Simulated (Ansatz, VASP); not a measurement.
TiPbO3: VASP beside Ansatz

```xyz
5
Lattice="3.9639 0.0000 0.0000 0.0000 3.9639 0.0000 0.0000 0.0000 3.9639" Properties=species:S:1:pos:R:3 pbc="T T T"
Ti    1.9820    1.9820    1.9820
Pb    0.0000    0.0000    0.0000
O     0.0000    1.9820    1.9820
O     1.9820    0.0000    1.9820
O     1.9820    1.9820    0.0000
```

Alike in both runs: task single point; functional pbe exchange, lda correlation; k mesh 6 × 6 × 6; no spin polarisation.

|  | VASP | Ansatz |
| --- | --- | --- |
| version | VASP 6.6.1 | Ansatz 0.2.0 |
| potentials or method | VASP PAW PBE potentials, release 64 (Ti_sv, Pb_d, O), cutoff 600 eV | plane waves, PAW |
| occupations | gaussian, width 0.01 eV | fixed |
| valence electrons in the cell | 44 | 44 |

VASP gave:

* pressure (GPa): 10.3

**Question.** Estimate Ansatz's values.

**Answer.** Pressure (GPa): 10.1.

VASP's potentials were made for PBE, not for pbe exchange, lda correlation. Ansatz's warnings: stress scf threshold loose.

Neither program's run includes spin-orbit coupling.
